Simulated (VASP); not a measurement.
## Cu: single point with PBEsol

Cu:

```
Cu
1.0
     0.00000    1.83920    1.83920
     1.83920    0.00000    1.83920
     1.83920    1.83920    0.00000
Cu
1
Direct
  0.00000 0.00000 0.00000
```

This cell differs from its parent crystal: volume scaled by 1.10.

| Property | Result |
| --- | --- |
| Program | VASP 6.6.1 |
| Task | single point |
| Functional | PBEsol |
| Potentials or basis | VASP PAW PBE potentials, release 64 (Cu) |
| Cutoff | 520 eV |
| k mesh | 20 × 20 × 20 |
| Occupations | gaussian, width 0.1 eV |
| Spin | no spin polarisation |
| Dipole correction | no |
| Further INCAR settings | ALGO = Normal; EDIFF = 1e-07; NBANDS = 12 |

```
Pressure : -11.9 GPa
```

Levels at points of the mesh, in eV from the Fermi level:
| k point | band 2 | band 3 | band 4 | band 5 | band 6 | band 7 | band 8 | band 9 | band 10 | band 11 |
| --- | --- | --- | --- | --- | --- | --- | --- | --- | --- | --- |
| (0.00, 0.00, 0.00) | -2.83 | -2.83 | -2.83 | -2.06 | -2.06 | 22.20 | 24.42 | 24.42 | 24.42 | 26.86 |
| (0.50, 0.00, 0.00) | -2.86 | -2.86 | -1.54 | -1.54 | -0.85 | 3.52 | 20.72 | 21.26 | 21.26 | 24.34 |
| (0.50, 0.50, 0.00) | -4.12 | -1.55 | -1.41 | -1.41 | 1.53 | 6.78 | 12.67 | 12.67 | 17.06 | 19.44 |

Wall time 44 s on 1 thread of Intel(R) Xeon(R) Platinum 8259CL CPU @ 2.50GHz (Skylake/Cascade Lake), on a shared host, peak memory 0.15 GiB.

Caveat: the PAW data sets were made with another functional, which shifts forces and pressure a little.
